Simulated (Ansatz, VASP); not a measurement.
## KCl in VASP and in Ansatz

```
K Cl
1.0
     0.00000    3.29213    3.29213
     3.29213    0.00000    3.29213
     3.29213    3.29213    0.00000
K Cl
1 1
Direct
  0.00000 0.00000 0.00000
  0.50000 0.50000 0.50000
```

Alike in both runs: task single point; functional PBE; k mesh 6 × 6 × 6; occupations gaussian, width 0.02 eV; no spin polarisation.

|  | VASP | Ansatz |
| --- | --- | --- |
| version | VASP 6.6.1 | Ansatz 0.2.0 |
| potentials or method | VASP PAW PBE potentials, release 64 (K_sv, Cl), cutoff 520 eV | scalar-relativistic, plane waves, PAW |
| valence electrons in the cell | 16 | 16 |

```tsv
	VASP	Ansatz	Ansatz less VASP
gap on the k mesh at the Fermi level (eV)	4.75	4.75	+0.001
least direct gap on the mesh (eV)	4.75	4.75	+0.001
pressure (GPa)	-1.2	-1.2	0.00
```
